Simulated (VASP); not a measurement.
# Ni (Fm-3m) in VASP: single point with LDA+U

Aim: the single point of Ni with LDA+U.

Everything below comes from runs of VASP 6.6.1. Logs are shortened: lines on timing, memory, paths and dates and some standing lists are left out, and cuts for length are marked.

## 1. The cell of the first run

The structure is cubic, space group Fm-3m (No. 225). The conventional cell has a = 3.562 Å, b = 3.562 Å, c = 3.562 Å, α = 90.00°, β = 90.00°, γ = 90.00°. Ni (site symmetry m-3m) has 12 Ni at 2.52 Å within 3.3 Å.

## 2. Single point, LDA+U, collinear spin, ferromagnetic start

File INCAR:

```
ALGO = Normal
EDIFF = 1E-6
ENCUT = 590
GGA = CA
GGA_COMPAT = F
ISIF = 2
ISMEAR = 0
ISPIN = 2
LASPH = T
LCHARG = F
LDAU = T
LDAUJ = 0
LDAUL = 2
LDAUPRINT = 1
LDAUTYPE = 2
LDAUU = 4.2
LMAXMIX = 4
LORBIT = 11
LREAL = F
LWAVE = F
MAGMOM = 0.49
NBANDS = 19
NELM = 200
NUPDOWN = 0.49
PREC = Accurate
SIGMA = 0.05
```

File KPOINTS:

```
k-points
0
Gamma
  15 15 15
```

File POSCAR:

```
Ni
1.0
    0.0000000000      1.7810000000      1.7810000000
    1.7810000000      0.0000000000      1.7810000000
    1.7810000000      1.7810000000      0.0000000000
Ni
1
Direct
    0.0000000000      0.0000000000      0.0000000000
```

Potentials or basis: VASP PAW LDA potentials, release 64 (Ni_sv_GW).

Launch:

```bash
cat potpaw_LDA.64/Ni_sv_GW/POTCAR > POTCAR
mpirun -np 1 vasp_std > vasp.out
```

OUTCAR:

```text
EDIFF = 1E-6
   ENCUT = 590
   GGA = CA
   ISIF = 2
   ISMEAR = 0
   ISPIN = 2
   LASPH = T
   LORBIT = 11
   LREAL = F
   NELM = 200
   NUPDOWN = 0.49
   PREC = Accurate

 ion  position               nearest neighbor table
   1  0.000  0.000  0.000-

  LATTYP: Found a face centered cubic cell.
 ALAT       =     3.5620000000

  Lattice vectors:

 A1 = (   0.0000000000,   1.7810000000,   1.7810000000)
 A2 = (   1.7810000000,   0.0000000000,   1.7810000000)
 A3 = (   1.7810000000,   1.7810000000,   0.0000000000)

Analysis of symmetry for initial positions (statically):
=====================================================================
 Subroutine PRICEL returns:
 Original cell was already a primitive cell.

 Routine SETGRP: Setting up the symmetry group for a
 face centered cubic supercell.

 Subroutine GETGRP returns: Found 48 space group operations
 (whereof 48 operations were pure point group operations)
 out of a pool of 48 trial point group operations.

The static configuration has the point symmetry O_h .

Analysis of symmetry for dynamics (positions and initial velocities):
=====================================================================
 Subroutine PRICEL returns:
 Original cell was already a primitive cell.

 Routine SETGRP: Setting up the symmetry group for a
 face centered cubic supercell.

 Subroutine GETGRP returns: Found 48 space group operations
 (whereof 48 operations were pure point group operations)
 out of a pool of 48 trial point group operations.

The dynamic configuration has the point symmetry O_h .

Analysis of structural, dynamic, and magnetic symmetry:
=====================================================================
 Subroutine PRICEL returns:
 Original cell was already a primitive cell.

 Routine SETGRP: Setting up the symmetry group for a
 face centered cubic supercell.

 Subroutine GETGRP returns: Found 48 space group operations
 (whereof 48 operations were pure point group operations)
 out of a pool of 48 trial point group operations.

The overall configuration has the point symmetry O_h .

 Subroutine INISYM returns: Found 48 space group operations
 (whereof 48 operations are pure point group operations),
 and found     1 'primitive' translations

----------------------------------------------------------------------------------------

                                     Primitive cell

  volume of cell :      11.2985

  direct lattice vectors                    reciprocal lattice vectors
     0.000000000  1.781000000  1.781000000    -0.280741157  0.280741157  0.280741157
     1.781000000  0.000000000  1.781000000     0.280741157 -0.280741157  0.280741157
     1.781000000  1.781000000  0.000000000     0.280741157  0.280741157 -0.280741157

  length of vectors
     2.518714355  2.518714355  2.518714355     0.486257947  0.486257947  0.486257947

  position of ions in fractional coordinates (direct lattice)
     0.000000000  0.000000000  0.000000000

  ion indices of the primitive-cell ions
   primitive index   ion index
                 1           1

----------------------------------------------------------------------------------------

 KPOINTS: k-points

Automatic generation of k-mesh.
 Grid dimensions read from file:
 generate k-points for:   15   15   15

 Generating k-lattice:

  Cartesian coordinates                     Fractional coordinates (reciprocal lattice)
    -0.018716077  0.018716077  0.018716077     0.066666667  0.000000000  0.000000000
[... 45 lines left out ...]
   dimension x,y,z NGXF=    40 NGYF=   40 NGZF=   40
   ions per type =               1
   NGX,Y,Z   is equivalent  to a cutoff of  13.20, 13.20, 13.20 a.u.
   NGXF,Y,Z  is equivalent  to a cutoff of  26.40, 26.40, 26.40 a.u.
 SYSTEM =  unknown system
   PREC   = accura    normal or accurate (medium, high low for compatibility)
   ISTART =      0    job   : 0-new  1-cont  2-samecut
   ICHARG =      2    charge: 1-file 2-atom 10-const
   ISPIN  =      2    spin polarized calculation?
   LNONCOLLINEAR =      F non collinear calculations
   LSORBIT =      F    spin-orbit coupling
   LASPH  =      T    aspherical Exc in radial PAW
   ENCUT  =  590.0 eV  43.36 Ry    6.59 a.u.   4.99  4.99  4.99*2*pi/ulx,y,z
   NELM   =    200;   NELMIN=  2; NELMDL= -5     # of ELM steps
   EDIFF  = 0.1E-05   stopping-criterion for ELM
   LREAL  =      F    real-space projection
[... 7 lines left out ...]
   TEBEG  =    0.0;   TEEND  =   0.0 temperature during run
   PSTRESS=    0.0 pullay stress
   NELECT =      18.0000    total number of electrons
   NUPDOWN=       0.4900    fix difference up-down
   EMIN   =  10.00;   EMAX   =-10.00  energy-range for DOS
   EFERMI =   0.00;   METHOD = LEGACY
   ISMEAR =     0;   SIGMA  =   0.05  broadening in eV -4-tet -1-fermi 0-gaus
   EFERMI_NEDOS =   21; number of points for ismear=-14 and -15
   IALGO  =     38    algorithm
   IMIX   =      4    mixing-type and parameters
     AMIX     =   0.40;   BMIX     =  1.00
     AMIX_MAG =   1.60;   BMIX_MAG =  1.00
  volume/ion in A,a.u.               =      11.30        76.25
  Fermi-wavevector in a.u.,A,eV,Ry     =   1.912017  3.613188 49.740301  3.655809
  Thomas-Fermi vector in A             =   2.948491
   LORBIT       =     11    0 simple, 1 ext, 2 COOP (PROOUT), +10 PAW based schemes
 LDA+U is selected, type is set to LDAUTYPE =  2
   angular momentum for each species LDAUL =     2
   U (eV)           for each species LDAUU =   4.2
   J (eV)           for each species LDAUJ =   0.0
   GGA     = CA    functional components
   LHFCALC =     F    Hartree Fock is set to
   AEXX    =    0.0000 exact exchange contribution
   IVDW    =     0    specifies the selected vdW correction
   LEPSILON=     F    determine dielectric tensor
   LRPA    =     F    only Hartree local field effects (RPA)
 spin polarized calculation
 Gauss-broadening in eV      SIGMA  =   0.05
  energy-cutoff  :      590.00
  volume of cell :       11.30
 maximum number of plane-waves:       378
   NGX =  9   NGY =  9   NGZ =  9

atom =   1  type =  1  l = 2

 onsite density matrix

spin component  1

  0.8515  0.0000 -0.0000 -0.0000 -0.0000
  0.0000  0.8515 -0.0000 -0.0000 -0.0000
 -0.0000 -0.0000  0.8619 -0.0000 -0.0000
 -0.0000 -0.0000 -0.0000  0.8515 -0.0000
 -0.0000 -0.0000 -0.0000 -0.0000  0.8619

spin component  2

  0.6588 -0.0000 -0.0000  0.0000 -0.0000
 -0.0000  0.6588  0.0000  0.0000  0.0000
 -0.0000  0.0000  0.8444 -0.0000 -0.0000
  0.0000  0.0000 -0.0000  0.6588  0.0000
 -0.0000  0.0000 -0.0000  0.0000  0.8444

 occupancies and eigenvectors

  o =  0.6588  v =  0.0000  0.0000  0.0000  0.0000  0.0000  1.0000  0.0000  0.0000  0.0000  0.0000      0.0000  0.0000  0.0000  0.0000  0.0000  0.0000  0.0000  0.0000  0.0000  0.0000
  o =  0.6588  v =  0.0000  0.0000  0.0000  0.0000  0.0000  0.0000 -0.0032 -0.0000  1.0000  0.0000      0.0000  0.0000  0.0000  0.0000  0.0000  0.0000  0.0000  0.0000  0.0000  0.0000
  o =  0.6588  v =  0.0000  0.0000  0.0000  0.0000  0.0000  0.0000  1.0000 -0.0000  0.0032 -0.0000      0.0000  0.0000  0.0000  0.0000  0.0000  0.0000  0.0000  0.0000  0.0000  0.0000
  o =  0.8444  v =  0.0000  0.0000  0.0000  0.0000  0.0000  0.0000 -0.0000 -0.9816 -0.0000 -0.1908      0.0000  0.0000  0.0000  0.0000  0.0000  0.0000  0.0000  0.0000  0.0000  0.0000
  o =  0.8444  v =  0.0000  0.0000  0.0000  0.0000  0.0000  0.0000  0.0000 -0.1908 -0.0000  0.9816      0.0000  0.0000  0.0000  0.0000  0.0000  0.0000  0.0000  0.0000  0.0000  0.0000
  o =  0.8515  v =  0.0000  0.0018  0.0000  1.0000 -0.0000  0.0000  0.0000  0.0000  0.0000  0.0000      0.0000  0.0000  0.0000  0.0000  0.0000  0.0000  0.0000  0.0000  0.0000  0.0000
  o =  0.8515  v =  1.0000  0.0000  0.0000  0.0000  0.0000  0.0000  0.0000  0.0000  0.0000  0.0000      0.0000  0.0000  0.0000  0.0000  0.0000  0.0000  0.0000  0.0000  0.0000  0.0000
  o =  0.8515  v =  0.0000  1.0000 -0.0000 -0.0018  0.0000  0.0000  0.0000  0.0000  0.0000  0.0000      0.0000  0.0000  0.0000  0.0000  0.0000  0.0000  0.0000  0.0000  0.0000  0.0000
  o =  0.8619  v =  0.0000  0.0000 -0.8982  0.0000 -0.4396  0.0000  0.0000  0.0000  0.0000  0.0000      0.0000  0.0000  0.0000  0.0000  0.0000  0.0000  0.0000  0.0000  0.0000  0.0000
  o =  0.8619  v =  0.0000  0.0000  0.4396 -0.0000 -0.8982  0.0000  0.0000  0.0000  0.0000  0.0000      0.0000  0.0000  0.0000  0.0000  0.0000  0.0000  0.0000  0.0000  0.0000  0.0000

 number of electron      17.9999992 magnetization       0.4899998

 Free energy of the ion-electron system (eV)
  ---------------------------------------------------
  ext. energy  EPLUGINS =         0.00000000
  ---------------------------------------------------
  free energy    TOTEN  =        -3.98303045 eV

  energy without entropy =       -3.98062735  energy(sigma->0) =       -3.98182890

 E-fermi :   6.8295     XC(G=0): -14.0084

 val. band max:        6.8294656400   @ k =   0.4000   0.0667   0.0000
 cond. band min:       6.1129980383   @ k =   0.4000   0.2000   0.0667
 fundamental gap:     -0.7164676016
 Fermi energy:         6.0940822183

 spin component 1

 k-point     1 :       0.0000    0.0000    0.0000
  band No.  band energies     occupation
      1     -94.6493      1.00000
      2     -55.5560      1.00000
      3     -55.5560      1.00000
      4     -55.5560      1.00000
      5      -1.7776      1.00000
      6       3.8908      1.00000
[... 1049 lines left out ...]
     18      42.0109      0.00000
     19      46.0667      0.00000

 [... further k-points ...]

------------------------ aborting loop because EDIFF is reached ----------------------------------------

  FORCE on cell =-STRESS in cart. coord.  units (eV):
  Direction    XX          YY          ZZ          XY          YZ          ZX
  --------------------------------------------------------------------------------------
  -------------------------------------------------------------------------------------
  Total       -1.8963835     -1.8963835     -1.8963835      0.0000000      0.0000000     -0.0000000
  in kB     -268.9149765   -268.9149765   -268.9149765      0.0000000      0.0000000     -0.0000000
  external PRESSURE =    -268.9149765 kB  Pullay stress =       0.0000000 kB

 VOLUME and BASIS-vectors are now :
 -----------------------------------------------------------------------------
  energy-cutoff  :      590.00
  volume of cell :       11.30
      direct lattice vectors                 reciprocal lattice vectors
     0.000000000  1.781000000  1.781000000    -0.280741157  0.280741157  0.280741157
     1.781000000  0.000000000  1.781000000     0.280741157 -0.280741157  0.280741157
     1.781000000  1.781000000  0.000000000     0.280741157  0.280741157 -0.280741157

 POSITION                                       TOTAL-FORCE (eV/Angst)
 -----------------------------------------------------------------------------------
      0.00000      0.00000      0.00000         0.000000      0.000000     -0.000000
 -----------------------------------------------------------------------------------
    total drift:                                0.000000      0.000000      0.000000

  FREE ENERGIE OF THE ION-ELECTRON SYSTEM (eV)
  ---------------------------------------------------
  free  energy   TOTEN  =        -3.9830304533 eV

  energy  without entropy=       -3.9806273481  energy(sigma->0) =       -3.98182890

 total charge

# of ion       s       p       d       f       tot
--------------------------------------------------
    1        2.223   6.250   7.912   0.004  16.388

 magnetization (x)

# of ion       s       p       d       f       tot
--------------------------------------------------
    1       -0.010  -0.032   0.613  -0.000   0.570
```

Wall time 64 s (1 thread of Intel Xeon Platinum 8259CL at 2.50GHz (Skylake/Cascade Lake), shared host); peak memory 0.17 GiB.

Results:

| Property | Result |
| --- | --- |
| Free energy | -3.9830 eV |
| Pressure | -26.9 GPa |
| Net moment | 0.49 μB per cell |
| Site moments | Ni +0.57 μB |
| Valence electrons inside the program's atomic spheres | Ni 16.39 |

Eigenvalues of the final occupation matrices:
| site | spin | trace | eigenvalues |
| --- | --- | --- | --- |
| site 1 d | 1 | 4.28 | 0.85 0.85 0.85 0.86 0.86 |
| site 1 d | 2 | 3.67 | 0.66 0.66 0.66 0.84 0.84 |

Caveat: the cell stands under tension; the total moment is fixed, so each spin has its own Fermi level; the U is typed as a test and isn't derived for this compound. The state reached can hang on the start; a lower one may exist.
